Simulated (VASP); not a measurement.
Here is a VASP 6.6.1 calculation.

File INCAR:

```
SYSTEM = Bi2Se3
  PREC = Accurate
  ENCUT = 520
  EDIFF = 1E-7
  ISMEAR = -1
  SIGMA = 0.05
  LREAL = .FALSE.
  LASPH = .TRUE.
  NELM = 80
  ALGO = Normal
  ISIF = 2
  LWAVE = .FALSE.
  LCHARG = .FALSE.
  GGA = B5
  ALDAX = 1.0
  AGGAX = 1.0
  AGGAC = 1.0
  ALDAC = 0.0
  NBANDS = 32
```

The input KPOINTS:

```
regular mesh
0
G
  8 8 8
  0 0 0
```

File POSCAR:

```
Bi2Se3
1.0
    2.0987597050      1.2117194806      9.6709442292
   -2.0987597050      1.2117194806      9.6709442292
    0.0000000000     -2.4234389614      9.6709442292
Bi Se
2 3
Direct
    0.5992000000      0.5992000000      0.5992000000
    0.4008000000      0.4008000000      0.4008000000
    0.7883000000      0.7883000000      0.7883000000
    0.2117000000      0.2117000000      0.2117000000
    0.0000000000      0.0000000000      0.0000000000
```

Potentials or basis: VASP PAW PBE potentials, release 64 (Bi_d, Se).

Run with:

```console
$ cat potpaw_PBE.64/Bi_d/POTCAR potpaw_PBE.64/Se/POTCAR > POTCAR
$ mpirun -np 1 vasp_std > vasp.out
```

(1) What does it give for the band gap on the k mesh?

(2) What does it give for the pressure?

(3) Estimate the largest force.

Answers

(1) 0.28 eV, direct.

(2) 3.8 GPa.

(3) 0.049 eV/Å.

Caveat: the PAW data sets were made with another functional, which shifts forces and pressure a little; spin-orbit coupling is left out, which moves the levels of the heavy elements.
